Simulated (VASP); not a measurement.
# Si (Fd-3m) in VASP: single point with PBE

Aim: the single point of Si with PBE.

All numbers are computed with VASP 6.6.1; they aren't measurements. Logs are shortened: lines on timing, memory, paths and dates and some standing lists are left out, and cuts for length are marked.

## (1) The cell of the first run

It takes space group Fd-3m (No. 227, cubic). Conventional cell: a = 5.435 Å, b = 5.435 Å, c = 5.435 Å, α = 90.00°, β = 90.00°, γ = 90.00°. Within 3.1 Å of Si (site symmetry -43m) lie 4 Si at 2.35 Å.

## (2) Single point, PBE

Contents of INCAR:

```
SYSTEM = Si
ALGO = Normal
EDIFF = 1E-6
ENCUT = 500
GGA = PE
GGA_COMPAT = .False.
ISIF = 2
ISMEAR = 0
LASPH = .True.
LCHARG = .False.
LREAL = .False.
LWAVE = .False.
NBANDS = 11
NELM = 120
PREC = Accurate
SIGMA = 0.02
```

Contents of KPOINTS:

```
k-points
0
Gamma
  10 10 10
  0 0 0
```

Contents of POSCAR:

```
Si
1.0
    0.0000000000      2.7176467021      2.7176467021
    2.7176467021      0.0000000000      2.7176467021
    2.7176467021      2.7176467021      0.0000000000
Si
2
Direct
    0.0000000000      0.0000000000      0.0000000000
    0.2500000000      0.2500000000      0.2500000000
```

Potentials or basis: VASP PAW PBE potentials, release 64 (Si).

Started as:

```bash
> cat potpaw_PBE.64/Si/POTCAR > POTCAR
> mpirun -np 1 vasp_std > vasp.out
```

OUTCAR:

```text
SYSTEM = Si
   EDIFF = 1E-6
   ENCUT = 500
   GGA = PE
   ISIF = 2
   ISMEAR = 0
   LASPH = .True.
   LREAL = .False.
   NELM = 120
   PREC = Accurate

 ion  position               nearest neighbor table
   1  0.000  0.000  0.000-   2 2.35   2 2.35   2 2.35   2 2.35
   2  0.250  0.250  0.250-   1 2.35   1 2.35   1 2.35   1 2.35

  LATTYP: Found a face centered cubic cell.
 ALAT       =     5.4352934042

  Lattice vectors:

 A1 = (   0.0000000000,   2.7176467021,   2.7176467021)
 A2 = (   2.7176467021,   0.0000000000,   2.7176467021)
 A3 = (   2.7176467021,   2.7176467021,   0.0000000000)

Analysis of symmetry for initial positions (statically):
=====================================================================
 Subroutine PRICEL returns:
 Original cell was already a primitive cell.

 Routine SETGRP: Setting up the symmetry group for a
 face centered cubic supercell.

 Subroutine GETGRP returns: Found 48 space group operations
 (whereof 24 operations were pure point group operations)
 out of a pool of 48 trial point group operations.

The static configuration has the point symmetry T_d .
 The point group associated with its full space group is O_h .

Analysis of symmetry for dynamics (positions and initial velocities):
=====================================================================
 Subroutine PRICEL returns:
 Original cell was already a primitive cell.

 Routine SETGRP: Setting up the symmetry group for a
 face centered cubic supercell.

 Subroutine GETGRP returns: Found 48 space group operations
 (whereof 24 operations were pure point group operations)
 out of a pool of 48 trial point group operations.

The dynamic configuration has the point symmetry T_d .
 The point group associated with its full space group is O_h .

 Subroutine INISYM returns: Found 48 space group operations
 (whereof 24 operations are pure point group operations),
 and found     1 'primitive' translations

----------------------------------------------------------------------------------------

                                     Primitive cell

  volume of cell :      40.1429

  direct lattice vectors                    reciprocal lattice vectors
     0.000000000  2.717646702  2.717646702    -0.183982708  0.183982708  0.183982708
     2.717646702  0.000000000  2.717646702     0.183982708 -0.183982708  0.183982708
     2.717646702  2.717646702  0.000000000     0.183982708  0.183982708 -0.183982708

  length of vectors
     3.843332824  3.843332824  3.843332824     0.318667398  0.318667398  0.318667398

  position of ions in fractional coordinates (direct lattice)
     0.000000000  0.000000000  0.000000000
     0.250000000  0.250000000  0.250000000

  ion indices of the primitive-cell ions
   primitive index   ion index
                 1           1
                 2           2

----------------------------------------------------------------------------------------

 KPOINTS: k-points

Automatic generation of k-mesh.
 Grid dimensions read from file:
 generate k-points for:   10   10   10

 Generating k-lattice:

  Cartesian coordinates                     Fractional coordinates (reciprocal lattice)
    -0.018398271  0.018398271  0.018398271     0.100000000  0.000000000  0.000000000
     0.018398271 -0.018398271  0.018398271     0.000000000  0.100000000  0.000000000
     0.018398271  0.018398271 -0.018398271     0.000000000  0.000000000  0.100000000

  Length of vectors
     0.031866740  0.031866740  0.031866740

  Shift w.r.t. Gamma in fractional coordinates (k-lattice)
     0.000000000  0.000000000  0.000000000

 Subroutine IBZKPT returns following result:
 ===========================================

 Found     47 irreducible k-points:

 Following reciprocal coordinates:
            Coordinates               Weight
  0.000000  0.000000  0.000000      1.000000
  0.100000  0.000000  0.000000      8.000000
  0.200000  0.000000  0.000000      8.000000
  0.300000  0.000000  0.000000      8.000000
  0.400000  0.000000  0.000000      8.000000
  0.500000  0.000000  0.000000      4.000000
[... 16 lines left out ...]
  0.300000  0.300000  0.000000      6.000000
  0.400000  0.300000  0.000000     24.000000
 [... further k-points ...]
   k-points           NKPTS =     47   k-points in BZ     NKDIM =     47   number of bands    NBANDS=     11
   number of dos      NEDOS =    301   number of ions     NIONS =      2
   total plane-waves  NPLWV =  21952
   dimension x,y,z NGX =    28 NGY =   28 NGZ =   28
   dimension x,y,z NGXF=    56 NGYF=   56 NGZF=   56
   ions per type =               2
   NGX,Y,Z   is equivalent  to a cutoff of  12.11, 12.11, 12.11 a.u.
   NGXF,Y,Z  is equivalent  to a cutoff of  24.22, 24.22, 24.22 a.u.
 SYSTEM =  Si
   PREC   = accura    normal or accurate (medium, high low for compatibility)
   ISTART =      0    job   : 0-new  1-cont  2-samecut
   ICHARG =      2    charge: 1-file 2-atom 10-const
   ISPIN  =      1    spin polarized calculation?
   LNONCOLLINEAR =      F non collinear calculations
   LSORBIT =      F    spin-orbit coupling
   LASPH  =      T    aspherical Exc in radial PAW
   ENCUT  =  500.0 eV  36.75 Ry    6.06 a.u.   7.01  7.01  7.01*2*pi/ulx,y,z
   NELM   =    120;   NELMIN=  2; NELMDL= -5     # of ELM steps
   EDIFF  = 0.1E-05   stopping-criterion for ELM
   LREAL  =      F    real-space projection
   EDIFFG = 0.1E-04   stopping-criterion for IOM
   NSW    =      0    number of steps for IOM
   IBRION =     -1    ionic relax: 0-MD 1-quasi-New 2-CG
   NFREE  =      0    steps in history (QN), initial steepest desc. (CG)
   ISIF   =      2    stress and relaxation
   ISYM   =      2    0-nonsym 1-usesym 2-fastsym
   POTIM  = 0.5000    time-step for ionic-motion
   TEBEG  =    0.0;   TEEND  =   0.0 temperature during run
   PSTRESS=    0.0 pullay stress
   NELECT =       8.0000    total number of electrons
   NUPDOWN=      -1.0000    fix difference up-down
   EMIN   =  10.00;   EMAX   =-10.00  energy-range for DOS
   EFERMI =   0.00;   METHOD = LEGACY
   ISMEAR =     0;   SIGMA  =   0.02  broadening in eV -4-tet -1-fermi 0-gaus
   EFERMI_NEDOS =   21; number of points for ismear=-14 and -15
   IALGO  =     38    algorithm
   IMIX   =      4    mixing-type and parameters
     AMIX     =   0.40;   BMIX     =  1.00
     AMIX_MAG =   1.60;   BMIX_MAG =  1.00
  volume/ion in A,a.u.               =      20.07       135.45
  Fermi-wavevector in a.u.,A,eV,Ry     =   0.956244  1.807038 12.441190  0.914402
  Thomas-Fermi vector in A             =   2.085154
   LORBIT       =      0    0 simple, 1 ext, 2 COOP (PROOUT), +10 PAW based schemes
   GGA     = PE    functional components
   LHFCALC =     F    Hartree Fock is set to
   AEXX    =    0.0000 exact exchange contribution
   IVDW    =     0    specifies the selected vdW correction
   LEPSILON=     F    determine dielectric tensor
   LRPA    =     F    only Hartree local field effects (RPA)
 non-spin polarized calculation
 Gauss-broadening in eV      SIGMA  =   0.02
  energy-cutoff  :      500.00
  volume of cell :       40.14
 maximum number of plane-waves:      1034
   NGX = 13   NGY = 13   NGZ = 13

 number of electron       8.0000001 magnetization

 Free energy of the ion-electron system (eV)
  ---------------------------------------------------
  ext. energy  EPLUGINS =         0.00000000
  ---------------------------------------------------
  free energy    TOTEN  =       -10.84528624 eV

  energy without entropy =      -10.84528624  energy(sigma->0) =      -10.84528624

 E-fermi :   5.9358     XC(G=0):  -9.3993

 val. band max:        5.8001715524   @ k =   0.0000   0.0000   0.0000
 cond. band min:       6.3863899969   @ k =   0.4000   0.4000   0.0000
 fundamental gap:      0.5862184444
 Fermi energy:         5.9358302375

 k-point     1 :       0.0000    0.0000    0.0000
  band No.  band energies     occupation
      1      -6.1398      2.00000
      2       5.8002      2.00000
      3       5.8002      2.00000
      4       5.8002      2.00000
      5       8.3649      0.00000
      6       8.3649      0.00000
      7       8.3649      0.00000
      8       9.1447      0.00000
      9      13.5190      0.00000
     10      13.5190      0.00000
     11      13.7497      0.00000

 k-point     2 :       0.1000    0.0000    0.0000
  band No.  band energies     occupation
      1      -6.0091      2.00000
      2       4.6567      2.00000
      3       5.6026      2.00000
      4       5.6026      2.00000
      5       8.3710      0.00000
      6       8.6561      0.00000
      7       8.6561      0.00000
      8      10.0713      0.00000
      9      13.1637      0.00000
     10      13.1637      0.00000
     11      14.2866      0.00000

 k-point     3 :       0.2000    0.0000    0.0000
  band No.  band energies     occupation
      1      -5.6235      2.00000
      2       2.7974      2.00000
      3       5.2231      2.00000
      4       5.2231      2.00000
      5       8.0152      0.00000
      6       9.1631      0.00000
      7       9.1631      0.00000
      8      11.8354      0.00000
      9      12.8501      0.00000
     10      12.8501      0.00000
     11      14.9428      0.00000
[... 267 lines left out ...]
 k-point    23 :       0.3000    0.3000    0.0000
  band No.  band energies     occupation
      1      -4.5938      2.00000
      2       1.3890      2.00000
      3       3.5788      2.00000
      4       3.5788      2.00000
      5       6.6668      0.00000
      6       8.2181      0.00000
      7      12.4437      0.00000
      8      12.4437      0.00000
      9      14.9051      0.00000
     10      15.2551      0.00000
     11      18.2570      0.00000

 k-point    24 :       0.4000    0.3000    0.0000
  band No.  band energies     occupation
      1      -3.9823      2.00000
      2       0.3855      2.00000
      3       2.9545      2.00000
      4       3.3745      2.00000
      5       6.8545      0.00000
      6       8.0483      0.00000
      7      12.7451      0.00000
      8      12.8631      0.00000
      9      16.2637      0.00000
     10      16.5474      0.00000
     11      17.9457      0.00000

 [... further k-points ...]

------------------------ aborting loop because EDIFF is reached ----------------------------------------

  FORCE on cell =-STRESS in cart. coord.  units (eV):
  Direction    XX          YY          ZZ          XY          YZ          ZX
  --------------------------------------------------------------------------------------
  -------------------------------------------------------------------------------------
  Total        0.4257649      0.4257649      0.4257649     -0.0000000      0.0000000     -0.0000000
  in kB       16.9930553     16.9930553     16.9930553     -0.0000000      0.0000000     -0.0000000
  external PRESSURE =      16.9930553 kB  Pullay stress =       0.0000000 kB

 VOLUME and BASIS-vectors are now :
 -----------------------------------------------------------------------------
  energy-cutoff  :      500.00
  volume of cell :       40.14
      direct lattice vectors                 reciprocal lattice vectors
     0.000000000  2.717646702  2.717646702    -0.183982708  0.183982708  0.183982708
     2.717646702  0.000000000  2.717646702     0.183982708 -0.183982708  0.183982708
     2.717646702  2.717646702  0.000000000     0.183982708  0.183982708 -0.183982708

 POSITION                                       TOTAL-FORCE (eV/Angst)
 -----------------------------------------------------------------------------------
      0.00000      0.00000      0.00000         0.000000      0.000000      0.000000
      1.35882      1.35882      1.35882        -0.000000     -0.000000     -0.000000
 -----------------------------------------------------------------------------------
    total drift:                                0.000000      0.000000     -0.000000

  FREE ENERGIE OF THE ION-ELECTRON SYSTEM (eV)
  ---------------------------------------------------
  free  energy   TOTEN  =       -10.8452862379 eV

  energy  without entropy=      -10.8452862379  energy(sigma->0) =      -10.84528624
```

Wall time 9.3 s (1 thread of AMD EPYC 9R45 (Zen 5), shared host); peak memory 0.12 GiB.

What came out:

```yaml
Free_energy: -10.8453 eV
Pressure: 1.7 GPa
Band_gap_on_the_k_mesh: 0.59 eV (least direct gap 2.56 eV)
```

Levels at points of the mesh, in eV from the valence-band top:
| k point | band 1 | band 2 | band 3 | band 4 | band 5 | band 6 | band 7 | band 8 |
| --- | --- | --- | --- | --- | --- | --- | --- | --- |
| (0.00, 0.00, 0.00) | -11.94 | 0.00 | 0.00 | 0.00 | 2.56 | 2.56 | 2.56 | 3.34 |
| (0.50, 0.00, 0.00) | -9.62 | -6.95 | -1.19 | -1.19 | 1.53 | 3.34 | 3.34 | 7.73 |
| (0.50, 0.50, 0.00) | -7.80 | -7.80 | -2.84 | -2.84 | 0.72 | 0.72 | 10.09 | 10.09 |
